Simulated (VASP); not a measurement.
# Sr (I4/mmm) in VASP: a series of runs

The runs below take Sr through single point, with LDA.

All numbers are computed with VASP 6.6.1; they aren't measurements. Logs are shortened: lines on timing, memory, paths and dates and some standing lists are left out, and cuts for length are marked.

**1. The cell of the first run**

It takes space group I4/mmm (No. 139, tetragonal). The conventional cell has a = 4.850 Å, b = 4.850 Å, c = 4.122 Å, α = 90.00°, β = 90.00°, γ = 90.00°. Within 5.3 Å of Sr (site symmetry 4/mmm) lie 14 Sr at 4.00 to 4.85 Å.

**2. Single point, LDA (strain -0.1500 x Voigt [0, 1, 0, 0, 0, 0])**

Contents of INCAR:

```
SYSTEM = Sr
  PREC = Accurate
  ENCUT = 520
  EDIFF = 1E-6
  ISMEAR = 0
  SIGMA = 0.15
  LREAL = .FALSE.
  LASPH = .TRUE.
  NELM = 60
  ALGO = Fast
  ISIF = 2
  LWAVE = .FALSE.
  LCHARG = .FALSE.
  NBANDS = 11
```

Contents of KPOINTS:

```
Automatic mesh
0
G
  14 14 14
  0 0 0
```

Contents of POSCAR:

```
Sr
1.0
   -2.4250000000      2.0612500000      2.4250000000
    2.4250000000     -2.0612500000      2.4250000000
    2.4250000000      2.0612500000     -2.4250000000
Sr
1
Direct
    0.0000000000      0.0000000000      0.0000000000
```

Potentials or basis: VASP PAW LDA potentials, release 64 (Sr_sv).

Launch:

```bash
cat potpaw_LDA.64/Sr_sv/POTCAR > POTCAR
mpirun -np 1 vasp_std > vasp.out
```

OUTCAR:

```text
SYSTEM = Sr
   PREC = Accurate
   ENCUT = 520
   EDIFF = 1E-6
   ISMEAR = 0
   LREAL = .FALSE.
   LASPH = .TRUE.
   NELM = 60
   ISIF = 2

 ion  position               nearest neighbor table
   1  0.000  0.000  0.000-

  LATTYP: Found a body centered tetragonal cell.
 ALAT       =     4.8500000000
 C/A-ratio  =     0.8500000000

  Lattice vectors:

 A1 = (  -2.4250000000,  -2.0612500000,   2.4250000000)
 A2 = (   2.4250000000,  -2.0612500000,  -2.4250000000)
 A3 = (   2.4250000000,   2.0612500000,   2.4250000000)

Analysis of symmetry for initial positions (statically):
=====================================================================
 Subroutine PRICEL returns:
 Original cell was already a primitive cell.

 Routine SETGRP: Setting up the symmetry group for a
 body centered tetragonal supercell.

 Subroutine GETGRP returns: Found 16 space group operations
 (whereof 16 operations were pure point group operations)
 out of a pool of 16 trial point group operations.

The static configuration has the point symmetry D_4h.

Analysis of symmetry for dynamics (positions and initial velocities):
=====================================================================
 Subroutine PRICEL returns:
 Original cell was already a primitive cell.

 Routine SETGRP: Setting up the symmetry group for a
 body centered tetragonal supercell.

 Subroutine GETGRP returns: Found 16 space group operations
 (whereof 16 operations were pure point group operations)
 out of a pool of 16 trial point group operations.

The dynamic configuration has the point symmetry D_4h.

 Subroutine INISYM returns: Found 16 space group operations
 (whereof 16 operations are pure point group operations),
 and found     1 'primitive' translations

----------------------------------------------------------------------------------------

                                     Primitive cell

  volume of cell :      48.4858

  direct lattice vectors                    reciprocal lattice vectors
    -2.425000000  2.061250000  2.425000000     0.000000000  0.242571255  0.206185567
     2.425000000 -2.061250000  2.425000000     0.206185567  0.000000000  0.206185567
     2.425000000  2.061250000 -2.425000000     0.206185567  0.242571255  0.000000000

  length of vectors
     4.001250000  4.001250000  4.001250000     0.318360333  0.291590425  0.318360333

  position of ions in fractional coordinates (direct lattice)
     0.000000000  0.000000000  0.000000000

  ion indices of the primitive-cell ions
   primitive index   ion index
                 1           1

----------------------------------------------------------------------------------------

 KPOINTS: Automatic mesh

Automatic generation of k-mesh.
 Grid dimensions read from file:
 generate k-points for:   14   14   14

 Generating k-lattice:

  Cartesian coordinates                     Fractional coordinates (reciprocal lattice)
     0.000000000  0.017326518  0.014727541     0.071428571  0.000000000  0.000000000
     0.014727541  0.000000000  0.014727541     0.000000000  0.071428571  0.000000000
     0.014727541  0.017326518  0.000000000     0.000000000  0.000000000  0.071428571

  Length of vectors
     0.022740024  0.020827888  0.022740024

  Shift w.r.t. Gamma in fractional coordinates (k-lattice)
     0.000000000  0.000000000  0.000000000

 Subroutine IBZKPT returns following result:
 ===========================================

 Found    244 irreducible k-points:

 Following reciprocal coordinates:
            Coordinates               Weight
  0.000000  0.000000  0.000000      1.000000
  0.071429  0.000000 -0.000000      8.000000
  0.142857  0.000000 -0.000000      8.000000
  0.214286  0.000000 -0.000000      8.000000
  0.285714  0.000000  0.000000      8.000000
  0.357143  0.000000  0.000000      8.000000
[... 16 lines left out ...]
  0.071429  0.142857 -0.000000     16.000000
  0.142857  0.142857 -0.000000     16.000000
 [... further k-points ...]
   k-points           NKPTS =    244   k-points in BZ     NKDIM =    244   number of bands    NBANDS=     11
   number of dos      NEDOS =    301   number of ions     NIONS =      1
   total plane-waves  NPLWV =  27000
   dimension x,y,z NGX =    30 NGY =   30 NGZ =   30
   dimension x,y,z NGXF=    60 NGYF=   60 NGZF=   60
   ions per type =               1
   NGX,Y,Z   is equivalent  to a cutoff of  12.46, 12.46, 12.46 a.u.
   NGXF,Y,Z  is equivalent  to a cutoff of  24.93, 24.93, 24.93 a.u.
 SYSTEM =  Sr
   PREC   = accura    normal or accurate (medium, high low for compatibility)
   ISTART =      0    job   : 0-new  1-cont  2-samecut
   ICHARG =      2    charge: 1-file 2-atom 10-const
   ISPIN  =      1    spin polarized calculation?
   LNONCOLLINEAR =      F non collinear calculations
   LSORBIT =      F    spin-orbit coupling
   LASPH  =      T    aspherical Exc in radial PAW
   ENCUT  =  520.0 eV  38.22 Ry    6.18 a.u.   7.44  7.44  7.44*2*pi/ulx,y,z
   NELM   =     60;   NELMIN=  2; NELMDL= -5     # of ELM steps
   EDIFF  = 0.1E-05   stopping-criterion for ELM
   LREAL  =      F    real-space projection
   EDIFFG = 0.1E-04   stopping-criterion for IOM
   NSW    =      0    number of steps for IOM
   IBRION =     -1    ionic relax: 0-MD 1-quasi-New 2-CG
   NFREE  =      0    steps in history (QN), initial steepest desc. (CG)
   ISIF   =      2    stress and relaxation
   ISYM   =      2    0-nonsym 1-usesym 2-fastsym
   POTIM  = 0.5000    time-step for ionic-motion
   TEBEG  =    0.0;   TEEND  =   0.0 temperature during run
   PSTRESS=    0.0 pullay stress
   NELECT =      10.0000    total number of electrons
   NUPDOWN=      -1.0000    fix difference up-down
   EMIN   =  10.00;   EMAX   =-10.00  energy-range for DOS
   EFERMI =   0.00;   METHOD = LEGACY
   ISMEAR =     0;   SIGMA  =   0.15  broadening in eV -4-tet -1-fermi 0-gaus
   EFERMI_NEDOS =   21; number of points for ismear=-14 and -15
   IALGO  =     68    algorithm
   IMIX   =      4    mixing-type and parameters
     AMIX     =   0.40;   BMIX     =  1.00
     AMIX_MAG =   1.60;   BMIX_MAG =  1.00
  volume/ion in A,a.u.               =      48.49       327.20
  Fermi-wavevector in a.u.,A,eV,Ry     =   0.967246  1.827829 12.729123  0.935564
  Thomas-Fermi vector in A             =   2.097115
   LORBIT       =      0    0 simple, 1 ext, 2 COOP (PROOUT), +10 PAW based schemes
   GGA     = CA    functional components
   LHFCALC =     F    Hartree Fock is set to
   AEXX    =    0.0000 exact exchange contribution
   IVDW    =     0    specifies the selected vdW correction
   LEPSILON=     F    determine dielectric tensor
   LRPA    =     F    only Hartree local field effects (RPA)
 non-spin polarized calculation
 RMM-DIIS sequential band-by-band and
 Gauss-broadening in eV      SIGMA  =   0.15
  energy-cutoff  :      520.00
  volume of cell :       48.49
 maximum number of plane-waves:      1324
 NGX is ok and might be reduce to    30
   NGX = 15   NGY = 15   NGZ = 15

 number of electron      10.0000000 magnetization

 Free energy of the ion-electron system (eV)
  ---------------------------------------------------
  ext. energy  EPLUGINS =         0.00000000
  ---------------------------------------------------
  free energy    TOTEN  =        -1.88329163 eV

  energy without entropy =       -1.87050397  energy(sigma->0) =       -1.87689780

 E-fermi :   1.8255     XC(G=0):  -7.9596

 val. band max:        1.8170684791   @ k =  -0.2857   0.5000   0.2143
 cond. band min:       1.8331316350   @ k =   0.5000  -0.4286   0.3571
 fundamental gap:      0.0160631559
 Fermi energy:         1.8255456867

 k-point     1 :       0.0000    0.0000    0.0000
  band No.  band energies     occupation
      1     -34.3660      2.00000
      2     -16.3138      2.00000
      3     -16.3138      2.00000
      4     -16.3122      2.00000
      5      -1.9756      2.00000
      6       3.6108      0.00000
      7       4.7725      0.00000
      8       4.7725      0.00000
      9       4.8978      0.00000
     10       6.4624      0.00000
     11       9.9985      0.00000

 k-point     2 :       0.0714    0.0000   -0.0000
  band No.  band energies     occupation
      1     -34.3645      2.00000
      2     -16.3299      2.00000
      3     -16.3190      2.00000
      4     -16.3149      2.00000
      5      -1.8685      2.00000
      6       3.6305      0.00000
      7       4.6481      0.00000
      8       4.7249      0.00000
      9       4.9445      0.00000
     10       6.3282      0.00000
     11      10.2553      0.00000

 k-point     3 :       0.1429    0.0000   -0.0000
  band No.  band energies     occupation
      1     -34.3600      2.00000
      2     -16.3773      2.00000
      3     -16.3336      2.00000
      4     -16.3196      2.00000
      5      -1.5568      2.00000
      6       3.5988      0.00000
      7       4.2553      0.00000
      8       4.7352      0.00000
      9       5.1397      0.00000
     10       6.0889      0.00000
     11      10.6741      0.00000

 k-point     4 :       0.2143    0.0000   -0.0000
  band No.  band energies     occupation
      1     -34.3537      2.00000
      2     -16.4445      2.00000
      3     -16.3545      2.00000
      4     -16.3263      2.00000
      5      -1.0707      2.00000
      6       3.3977      0.00000
      7       3.7337      0.00000
      8       5.0322      0.00000
      9       5.4595      0.00000
     10       5.9114      0.00000
     11      10.2886      0.00000
[... 239 lines left out ...]
 k-point    22 :       0.0000    0.1429    0.0000
  band No.  band energies     occupation
      1     -34.3614      2.00000
      2     -16.3746      2.00000
      3     -16.3258      2.00000
      4     -16.3107      2.00000
      5      -1.6287      2.00000
      6       3.4783      0.00000
      7       4.5688      0.00000
      8       4.6324      0.00000
      9       5.1227      0.00000
     10       6.2629      0.00000
     11      10.4791      0.00000

 k-point    23 :       0.0714    0.1429   -0.0000
  band No.  band energies     occupation
      1     -34.3580      2.00000
      2     -16.4110      2.00000
      3     -16.3373      2.00000
      4     -16.3145      2.00000
      5      -1.3625      2.00000
      6       3.3421      0.00000
      7       4.3328      0.00000
      8       4.6460      0.00000
      9       5.3465      0.00000
     10       6.1915      0.00000
     11      10.4336      0.00000

 k-point    24 :       0.1429    0.1429   -0.0000
  band No.  band energies     occupation
      1     -34.3525      2.00000
      2     -16.4593      2.00000
      3     -16.3607      2.00000
      4     -16.3238      2.00000
      5      -0.9176      2.00000
      6       3.1283      0.00000
      7       3.8735      0.00000
      8       4.8643      0.00000
      9       5.6901      0.00000
     10       6.1324      0.00000
     11       9.9809      0.00000

 [... further k-points ...]
[... 5 lines left out ...]
  --------------------------------------------------------------------------------------
  -------------------------------------------------------------------------------------
  Total       -0.1818167      0.2937905     -0.1818167      0.0000000      0.0000000      0.0000000
  in kB       -6.0080044      9.7080974     -6.0080044      0.0000000      0.0000000      0.0000000
  external PRESSURE =      -0.7693038 kB  Pullay stress =       0.0000000 kB

 VOLUME and BASIS-vectors are now :
 -----------------------------------------------------------------------------
  energy-cutoff  :      520.00
  volume of cell :       48.49
      direct lattice vectors                 reciprocal lattice vectors
    -2.425000000  2.061250000  2.425000000     0.000000000  0.242571255  0.206185567
     2.425000000 -2.061250000  2.425000000     0.206185567  0.000000000  0.206185567
     2.425000000  2.061250000 -2.425000000     0.206185567  0.242571255  0.000000000

 POSITION                                       TOTAL-FORCE (eV/Angst)
 -----------------------------------------------------------------------------------
      0.00000      0.00000      0.00000         0.000000      0.000000      0.000000
 -----------------------------------------------------------------------------------
    total drift:                                0.000000     -0.000000      0.000000

  FREE ENERGIE OF THE ION-ELECTRON SYSTEM (eV)
  ---------------------------------------------------
  free  energy   TOTEN  =        -1.8832916298 eV

  energy  without entropy=       -1.8705039713  energy(sigma->0) =       -1.87689780
```

Run time: 49 s. Hardware: 1 thread of Intel Xeon 6975P-C (Granite Rapids), shared host; peak memory 0.24 GiB.

What came out:

| Quantity | Value |
| --- | --- |
| Free energy | -1.8833 eV |
| Pressure | -0.1 GPa |
| Band gap on the k mesh | zero (band 5 reaches 2.03 eV, above the bottom of band 6 at 1.62 eV) |

Levels at points of the mesh, in eV from the Fermi level:
```tsv
k point	band 1	band 2	band 3	band 4	band 5	band 6	band 7	band 8	band 9	band 10
(0.00, 0.00, 0.00)	-36.19	-18.14	-18.14	-18.14	-3.80	1.79	2.95	2.95	3.07	4.64
(0.50, 0.00, 0.00)	-36.16	-18.47	-18.24	-18.17	-0.98	0.78	0.84	3.78	5.32	5.81
(0.00, 0.50, 0.00)	-36.17	-18.45	-18.21	-18.12	-1.30	0.20	2.05	2.93	4.05	5.79
(0.50, 0.50, 0.50)	-36.15	-18.38	-18.38	-18.29	-0.44	-0.18	3.45	3.45	5.41	5.44
```

Caveat: the cell differs from its parent crystal (strain -0.1500 x Voigt [0, 1, 0, 0, 0, 0]).

**3. Single point, LDA (strain -0.1125 x Voigt [0, 1, 0, 0, 0, 0])**

Contents of INCAR:

```
ALGO = Normal
EDIFF = 1E-6
ENCUT = 520
ISIF = 2
ISMEAR = 0
LASPH = T
LCHARG = T
LELF = T
LREAL = F
LVHAR = T
LWAVE = F
NBANDS = 11
NELM = 100
PREC = Accurate
SIGMA = 0.15
```

Contents of KPOINTS:

```
k-points
0
Gamma
  14 14 14
```

Contents of POSCAR:

```
Sr
1.0
   -2.4250000000      2.1521875000      2.4250000000
    2.4250000000     -2.1521875000      2.4250000000
    2.4250000000      2.1521875000     -2.4250000000
Sr
1
Direct
    0.0000000000      0.0000000000      0.0000000000
```

Potentials or basis: VASP PAW LDA potentials, release 64 (Sr_sv).

Launch:

```bash
cat potpaw_LDA.64/Sr_sv/POTCAR > POTCAR
mpirun -np 1 vasp_std > vasp.out
```

Run time: 38 s. Hardware: 1 thread of Intel Xeon 6975P-C (Granite Rapids), shared host; peak memory 0.25 GiB.

It converged, with:

```
Free energy            : -1.8889 eV
Pressure               : -0.7 GPa
Band gap on the k mesh : zero (band 5 reaches 1.91 eV, above the bottom of band 6 at 1.53 eV)
```

Stress tensor (GPa, compression positive):
```
-0.94  0.00  0.00
 0.00 -0.10  0.00
 0.00  0.00 -0.94
```

Levels at points of the mesh, in eV from the Fermi level:
| k point | band 1 | band 2 | band 3 | band 4 | band 5 | band 6 | band 7 | band 8 | band 9 | band 10 |
| --- | --- | --- | --- | --- | --- | --- | --- | --- | --- | --- |
| (0.00, 0.00, 0.00) | -36.28 | -18.24 | -18.24 | -18.24 | -3.75 | 1.91 | 2.71 | 2.71 | 3.23 | 4.33 |
| (0.50, 0.00, 0.00) | -36.25 | -18.52 | -18.33 | -18.26 | -0.99 | 0.60 | 0.92 | 3.69 | 4.87 | 5.66 |
| (0.00, 0.50, 0.00) | -36.26 | -18.51 | -18.31 | -18.23 | -1.23 | 0.20 | 1.76 | 3.05 | 4.04 | 5.60 |
| (0.50, 0.50, 0.50) | -36.24 | -18.45 | -18.45 | -18.39 | -0.35 | -0.15 | 3.45 | 3.45 | 5.19 | 5.21 |

Caveat: the cell differs from its parent crystal (strain -0.1125 x Voigt [0, 1, 0, 0, 0, 0]).
